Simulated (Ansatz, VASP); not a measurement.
## C in VASP and in Ansatz

Contents of POSCAR:

```
C
1.0
    3.5602834153      0.0000000000      0.0000000000
    0.0000000000     -3.5602834153      0.0000000000
    0.0000000000      0.0000000000     -3.5602834153
C
8
Direct
    0.5000000000      0.0000000000     -0.0245766951
    0.0000000000      0.5000000000      0.0000000000
    0.0000000000      0.0000000000      0.5000000000
    0.5000000000      0.5000000000      0.5000000000
    0.7500000000      0.7500000000      0.7500000000
    0.2500000000      0.2500000000      0.7500000000
    0.2500000000      0.7500000000      0.2500000000
    0.7500000000      0.2500000000      0.2500000000
```

INCAR.step1

```
SYSTEM = C
PREC = Accurate
ENCUT = 520
ISMEAR = 0
SIGMA = 0.05
LREAL = .False.
LASPH = .True.
NELM = 80
NBANDS = 26
GGA = PE
ALGO = Normal
EDIFF = 1E-4
LWAVE = .True.
LCHARG = .False.
```

Contents of INCAR.step2:

```
SYSTEM = C
PREC = Accurate
ENCUT = 520
EDIFF = 1E-6
ISMEAR = 0
SIGMA = 0.05
LREAL = .False.
LASPH = .True.
NELM = 80
ALGO = Normal
ISIF = 2
LWAVE = .False.
LCHARG = .True.
METAGGA = R2SCAN
LMIXTAU = .True.
LELF = .True.
LVHAR = .True.
NBANDS = 26
ISTART = 1
```

The input KPOINTS:

```
Automatic mesh
0
Gamma
  6 6 6
  0 0 0
```

Input for Ansatz:

```yaml
crystal:
  lattice:
    - [3.5602834153, 0.0, 0.0]
    - [0.0, -3.5602834153, 0.0]
    - [0.0, 0.0, -3.5602834153]
  atoms:
    - { symbol: C, position: [0.5, 0.0, -0.0245766951] }
    - { symbol: C, position: [0.0, 0.5, 0.0] }
    - { symbol: C, position: [0.0, 0.0, 0.5] }
    - { symbol: C, position: [0.5, 0.5, 0.5] }
    - { symbol: C, position: [0.75, 0.75, 0.75] }
    - { symbol: C, position: [0.25, 0.25, 0.75] }
    - { symbol: C, position: [0.25, 0.75, 0.25] }
    - { symbol: C, position: [0.75, 0.25, 0.25] }
basis:
  ecutwfc: 500
kpoints:
  mp_grid: { grid: [6, 6, 6] }
hamiltonian:
  xc: r2scan
scf:
  occupations: { method: gaussian, width: 0.05 }
output:
  forces: true
  stress: true
  eigenvalues: true
```

Alike in both runs: task single point; functional r2SCAN; k mesh 6 × 6 × 6; occupations gaussian, width 0.05 eV; no spin polarisation.

|  | VASP | Ansatz |
| --- | --- | --- |
| version | VASP 6.6.1 | Ansatz 0.2.0 |
| potentials or method | VASP PAW PBE potentials, release 64 (C), cutoff 520 eV | scalar-relativistic, plane waves, PAW |
| valence electrons in the cell | 32 | 32 |

|  | VASP | Ansatz | Ansatz less VASP |
| --- | --- | --- | --- |
| gap on the k mesh at the Fermi level (eV) | 3.95 | 3.98 | +0.029 |
| least direct gap on the mesh (eV) | 4.18 | 4.21 | +0.025 |
| pressure (GPa) | 1.9 | 0.8 | -1.11 |
| traceless stress, the component that is largest in VASP (GPa) | 0.85 | 0.74 | -0.110 |
| rms of the force components (eV/Å) | 0.928 | 0.924 | -0.0045 |

VASP's potentials were made for PBE, not for r2SCAN. Atom by atom the forces differ by 0.007 eV/Å (rms over components).
